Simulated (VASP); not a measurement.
Here is a VASP 6.6.1 calculation.

INCAR

```
PREC = Accurate
ENCUT = 520
EDIFF = 1E-6
ISMEAR = 0
SIGMA = 0.026000000000000002
LREAL = F
LASPH = T
NELM = 150
ALGO = Normal
ISIF = 2
LWAVE = F
LCHARG = F
ISPIN = 2
MAGMOM = 2 0
LORBIT = 11
LMAXMIX = 4
GGA = PE
NBANDS = 18
```

KPOINTS

```
Automatic mesh
0
Gamma
  11 11 11
```

POSCAR

```
CoO
1.0
    0.0000000000      2.1315000000      2.1315000000
    2.1315000000      0.0000000000      2.1315000000
    2.1315000000      2.1315000000      0.0000000000
Co O
1 1
Direct
    0.0000000000      0.0000000000      0.0000000000
    0.5000000000      0.5000000000      0.5000000000
```

Potentials or basis: VASP PAW PBE potentials, release 64 (Co, O).

Command:

```bash
$ cat potpaw_PBE.64/Co/POTCAR potpaw_PBE.64/O/POTCAR > POTCAR
$ mpirun -np 1 vasp_std > vasp.out
```

Problem. Estimate the site moments.

Solution. Co +2.57; O +0.30 μB.

Problem. Estimate the pressure.

Solution. -2.6 GPa.

Caveat: a cell with one magnetic atom can't hold antiferromagnetic order, which such compounds often take.
